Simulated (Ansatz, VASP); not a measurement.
**TiO2 in VASP and in Ansatz**

```
CELL_PARAMETERS angstrom
2.67116 -2.67125 -0.02017
2.67116 2.67125 -0.02017
-2.63534 0.00000 4.81205
ATOMIC_POSITIONS crystal
Ti 0.12497 0.87503 0.25000
Ti 0.87503 0.12497 0.75000
O 0.33228 0.08225 0.66454
O 0.66772 0.91775 0.33546
O 0.91775 0.66772 0.83546
O 0.08225 0.33228 0.16454
```

Alike in both runs: task single point; functional r2SCAN; k mesh 6 × 6 × 6; occupations gaussian, width 0.05 eV; no spin polarisation.

|  | VASP | Ansatz |
| --- | --- | --- |
| version | VASP 6.6.1 | Ansatz 0.2.0 |
| potentials or method | VASP PAW PBE potentials, release 64 (Ti_sv, O), cutoff 520 eV | scalar-relativistic, plane waves, PAW |
| valence electrons in the cell | 48 | 48 |

Ansatz gave:

- gap on the k mesh at the Fermi level (eV): 2.58
- least direct gap on the mesh (eV): 2.87
- pressure (GPa): 0.0
- traceless stress, the component that is largest in VASP (GPa): -0.01
- rms of the force components (eV/Å): 0.001

Question: Which values does VASP return?

Answer: gap on the k mesh at the Fermi level (eV): 2.60; least direct gap on the mesh (eV): 2.90; pressure (GPa): 1.2; traceless stress, the component that is largest in VASP (GPa): -0.14; rms of the force components (eV/Å): 0.012.

VASP's potentials were made for PBE, not for r2SCAN. Atom by atom the forces differ by 0.013 eV/Å (rms over components). With one functional, cell and mesh, what is left measures potentials, basis and numerics.
